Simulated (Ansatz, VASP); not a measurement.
## KMgH3: VASP beside Ansatz

INCAR

```
SYSTEM = KMgH3
  PREC = Accurate
  ENCUT = 520
  EDIFF = 1E-7
  ISMEAR = 0
  SIGMA = 0.05
  LREAL = .FALSE.
  LASPH = .TRUE.
  NELM = 60
  ALGO = Normal
  ISIF = 2
  LWAVE = .FALSE.
  LCHARG = .FALSE.
  NBANDS = 15
```

KPOINTS

```
Automatic mesh
0
G
  8 8 8
  0 0 0
```

Contents of POSCAR:

```
KMgH3
1.0
    4.0250000000      0.0000000000      0.0000000000
    0.0000000000      4.0250000000      0.0301875000
    0.0000000000      0.0301875000      4.0250000000
K Mg H
1 1 3
Direct
    0.0000000000      0.0000000000      0.0000000000
    0.5000000000      0.5000000000      0.5000000000
    0.0000000000      0.5000000000      0.5000000000
    0.5000000000      0.0000000000      0.5000000000
    0.5000000000      0.5000000000      0.0000000000
```

Input for Ansatz:

```yaml
crystal:
  lattice:
    - [4.025, 0.0, 0.0]
    - [0.0, 4.025, 0.0301875]
    - [0.0, 0.0301875, 4.025]
  atoms:
    - { symbol: K, position: [0.0, 0.0, 0.0] }
    - { symbol: Mg, position: [0.5, 0.5, 0.5] }
    - { symbol: H, position: [0.0, 0.5, 0.5] }
    - { symbol: H, position: [0.5, 0.0, 0.5] }
    - { symbol: H, position: [0.5, 0.5, 0.0] }
basis:
  ecutwfc: 420
kpoints:
  mp_grid: { grid: [8, 8, 8] }
hamiltonian:
  xc: lda
scf:
  occupations: { method: gaussian, width: 0.05 }
output:
  forces: true
  stress: true
  eigenvalues: true
```

Change from the starting cell: strain +0.0150 x Voigt [0, 0, 0, 1, 0, 0], atoms carried along.

Alike in both runs: task single point; functional LDA; k mesh 8 × 8 × 8; occupations gaussian, width 0.05 eV; no spin polarisation.

```csv
,VASP,Ansatz
version,VASP 6.6.1,Ansatz 0.2.0
potentials or method,"VASP PAW LDA potentials, release 64 (K_sv, Mg, H), cutoff 520 eV","scalar-relativistic, plane waves, PAW"
valence electrons in the cell,14,22
```

```csv
,VASP,Ansatz,Ansatz less VASP
gap on the k mesh at the Fermi level (eV),2.05,2.05,+0.003
least direct gap on the mesh (eV),4.17,4.17,-0.002
pressure (GPa),-3.2,-2.9,+0.26
"traceless stress, the component that is largest in VASP (GPa)",-0.54,-0.54,+0.007
```

LDA's correlation is that of Perdew and Zunger in VASP and of Perdew and Wang (1992) in Ansatz. VASP's potentials hold 14 valence electrons a cell and Ansatz's 22, so a difference there can come from the potentials and not from the codes.
